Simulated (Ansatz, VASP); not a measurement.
**Si in VASP and in Ansatz**

```
Si
1.0
     0.00000    2.70087    2.70087
     2.70087    0.00000    2.70087
     2.70087    2.70087    0.00000
Si
2
Direct
  0.00000 0.00000 0.00000
  0.25000 0.25000 0.25000
```

Alike in both runs: functional LDA; k mesh 10 × 10 × 10; occupations gaussian, width 0.02 eV; no spin polarisation.

Ansatz relaxed the structure, and its values are those at the end. VASP's run is a single point on that final structure, the one shown.

```csv
,VASP,Ansatz
version,VASP 6.6.1,Ansatz 0.2.0
potentials or method,"VASP PAW LDA potentials, release 64 (Si), cutoff 500 eV","scalar-relativistic, plane waves, PAW"
valence electrons in the cell,8,8
```

```tsv
	VASP	Ansatz	Ansatz less VASP
gap on the k mesh at the Fermi level (eV)	0.45	0.46	+0.003
least direct gap on the mesh (eV)	2.53	2.53	+0.001
pressure (GPa)	0.1	0.0	-0.06
```

Ansatz warns that its potentials were made for another functional, while VASP's fit it. LDA's correlation is that of Perdew and Zunger in VASP and of Perdew and Wang (1992) in Ansatz.
